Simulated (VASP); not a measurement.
Wanted: the native input for a VASP 6.6.1 run.

```yaml
Task: single point
Functional: PBEsol
Potentials_or_basis: VASP PAW PBE potentials, release 64 (N)
Cutoff: 520 eV
k_mesh: 6 × 6 × 4
Occupations: gaussian, width 0.01 eV
Spin: no spin polarisation
Dipole_correction: no
Further_INCAR_settings: ALGO = Normal; EDIFF = 1e-07; NBANDS = 18
```

The structure of N lies in POSCAR:

```
N
1.0
    4.4018349486      0.0000000000      0.0000000000
    0.0000000000      4.4018349486      0.0000000000
    0.0000000000      0.0000000000      5.7162924697
N
4
Direct
    0.9116656293      0.9116656293      0.0000000000
    0.5883343707      0.4116656293      0.5000000000
    0.0883343707      0.0883343707      0.0000000000
    0.4116656293      0.5883343707      0.5000000000
```

These files were run (other wordings do the same):

INCAR

```
SYSTEM = N
PREC = Accurate
ENCUT = 520
EDIFF = 1E-7
ISMEAR = 0
SIGMA = 0.01
LREAL = .False.
LASPH = .True.
NELM = 80
ALGO = Normal
ISIF = 2
LWAVE = .False.
LCHARG = .False.
GGA = PS
NBANDS = 18
```

KPOINTS

```
regular mesh
0
Gamma
  6 6 4
  0 0 0
```

Potentials or basis: VASP PAW PBE potentials, release 64 (N).

Command:

```sh
$ cat potpaw_PBE.64/N/POTCAR > POTCAR
$ mpirun -np 1 vasp_std > vasp.out
```

Results of the run:

The pressure is 1.8 GPa. The largest force is 1.870 eV/Å. The band gap on the k mesh is 7.30 eV (least direct gap 7.40 eV).

Caveat: the standard files for N, O and F lose accuracy on very short bonds; this functional lacks dispersion, which holds the molecules together, so the pressure and a relaxed volume are unreliable; the PAW data sets were made with another functional, which shifts forces and pressure a little; this functional lacks dispersion, which binds layers or chains, so the pressure and a relaxed spacing across them are unreliable.

It took 83 s on 1 thread of Intel Xeon 8259CL, on a shared host, peak memory 0.23 GiB.
